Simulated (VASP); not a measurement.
Set up this calculation in VASP 6.6.1, as the native input.

```yaml
Task: single point
Functional: PBE
Potentials_or_basis: VASP PAW PBE potentials, release 64 (Ag, O)
Cutoff: 520 eV
k_mesh: 12 × 12 × 12
Occupations: fermi-dirac, width 0.0612256 eV
Spin: no spin polarisation
Dipole_correction: no
Further_INCAR_settings: ALGO = Normal; EDIFF = 1e-06; NBANDS = 18
```

The structure of AgO2 (fluorite type) lies in POSCAR:

```
AgO2
1.0
    0.0000000000      2.5282597599      2.5282597599
    2.5282597599      0.0000000000      2.5282597599
    2.5282597599      2.5282597599      0.0000000000
Ag O
1 2
Direct
    0.0000000000      0.0000000000      0.0000000000
    0.2500000000      0.2500000000      0.2500000000
    0.7500000000      0.7500000000      0.7500000000
```

One way to write it, as run:

INCAR

```
SYSTEM = AgO2
PREC = Accurate
ENCUT = 520
EDIFF = 1E-6
ISMEAR = -1
SIGMA = 0.06122561905347299
LREAL = .False.
LASPH = .True.
NELM = 60
ALGO = Normal
ISIF = 2
LWAVE = .False.
LCHARG = .False.
GGA = PE
NBANDS = 18
```

KPOINTS

```
regular mesh
0
Gamma
  12 12 12
  0 0 0
```

Potentials or basis: VASP PAW PBE potentials, release 64 (Ag, O).

Run with:

```bash
$ cat potpaw_PBE.64/Ag/POTCAR potpaw_PBE.64/O/POTCAR > POTCAR
$ mpirun -np 1 vasp_std > vasp.out
```

Results of the run:

```
Pressure               : 10.3 GPa
Band gap on the k mesh : zero (an odd number of electrons rules out a gap without spin polarisation)
```

Caveat: the cell stands under pressure; an odd number of electrons without spin polarisation forces a metal; a magnetic or distorted state may lie lower.

Run time: 79 s on 1 thread of Intel Xeon 8259CL, with other jobs on the host, peak memory 0.18 GiB.
